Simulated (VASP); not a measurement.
Ru:

```
Ru
1.0
     2.70389    0.00000    0.00000
    -1.35194    2.34164    0.00000
     0.00000    0.00000    4.28168
Ru
2
Cartesian
  0.0000 1.5611 1.0704
  1.3519 0.7805 3.2113
```

```yaml
Program: VASP 6.6.1
Task: relaxation of cell and atoms
Functional: LDA
Potentials_or_basis: VASP PAW LDA potentials, release 64 (Ru_pv)
Cutoff: 600 eV
k_mesh: 13 × 13 × 8
Occupations: fermi-dirac, width 0.05 eV
Spin: collinear spin, ferromagnetic start
Starting_moments: "[1.0, 1.0] μB"
```

At the start: pressure -11.1 GPa; volume 13.55 Å³/atom.

Where does the relaxation end?

Over 9 steps the energy falls by 16.0 meV/atom and the volume is 13.12 Å³/atom (-3.2 %); space group P6_3/mmc (No. 194, to 0.1 Å) before and after; moment 0.00 μB per cell.

Step by step:
```tsv
step	energy change (eV)	largest force (eV/Å)	pressure (GPa)	volume (Å³)
1	0.0000	0.0000	-11.07	27.11
2	0.3519	0.0000	50.73	23.60
3	-0.0318	0.0000	-0.65	26.28
4	-0.0319	0.0000	0.16	26.23
5	-0.0319	0.0000	-0.11	26.25
6	-0.0319	0.0000	-0.29	26.27
7	-0.0320	0.0000	-0.18	26.26
8	-0.0320	0.0000	0.44	26.22
9	-0.0320	0.0000	0.00	26.25
```

Final structure:
```
CELL_PARAMETERS angstrom
2.68015 0.00000 0.00000
-1.34008 2.32108 0.00000
0.00000 0.00000 4.21909
ATOMIC_POSITIONS crystal
Ru 0.33333 0.66667 0.25000
Ru 0.66667 0.33333 0.75000
```
